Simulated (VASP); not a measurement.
Crystal: ReSb.

```
Re Sb
1.0
     4.04307    0.00000    0.00000
    -2.02153    3.50140    0.00000
     0.00000    0.00000    5.63505
Re Sb
2 2
Direct
  0.00000 0.00000 0.00000
  0.00000 0.00000 0.50000
  0.33333 0.66667 0.25000
  0.66667 0.33333 0.75000
```

```yaml
Program: VASP 6.6.1
Task: relaxation of cell and atoms
Functional: PBE
Potentials_or_basis: VASP PAW PBE potentials, release 64 (Re, Sb)
Cutoff: 600 eV
k_mesh: 10 × 10 × 6
Occupations: gaussian, width 0.05 eV
Spin: no spin polarisation
```

At the start: pressure 3.6 GPa; volume 19.94 Å³/atom.

Q: Where does the relaxation end?

A: Over 12 steps the energy falls by 181.2 meV/atom and the volume is 20.67 Å³/atom (+3.6 %); space group P6_3/mmc (No. 194, to 0.1 Å) before and after.

Step by step:
```
step  energy change (eV)  largest force (eV/Å)  pressure (GPa)  volume (Å³)
   1              0.0000                0.0000            3.59        79.77
   2             -0.6499                0.0000           -4.56        84.58
   3             -0.6681                0.0000           -5.19        85.19
   4             -0.4372                0.0000           13.03        78.16
   5             -0.7242                0.0000           -0.52        82.98
   6             -0.7243                0.0000           -0.38        82.90
   7             -0.7243                0.0000           -0.27        82.86
   8             -0.7250                0.0000            0.13        82.59
   9             -0.7250                0.0000            0.09        82.63
  10             -0.7250                0.0000            0.08        82.63
  11             -0.7250                0.0000           -0.11        82.71
  12             -0.7250                0.0000            0.01        82.66
```

Final structure:
```cif
data_structure
_symmetry_space_group_name_H-M 'P 1'
_symmetry_Int_Tables_number 1
_cell_length_a 4.3212
_cell_length_b 4.3212
_cell_length_c 5.1115
_cell_angle_alpha 90.000
_cell_angle_beta 90.000
_cell_angle_gamma 120.000
_cell_volume 82.66
loop_
_atom_site_label
_atom_site_type_symbol
_atom_site_fract_x
_atom_site_fract_y
_atom_site_fract_z
_atom_site_occupancy
Re1 Re 0.00000 0.00000 0.00000 1
Re2 Re 0.00000 0.00000 0.50000 1
Sb1 Sb 0.33333 0.66667 0.25000 1
Sb2 Sb 0.66667 0.33333 0.75000 1
```
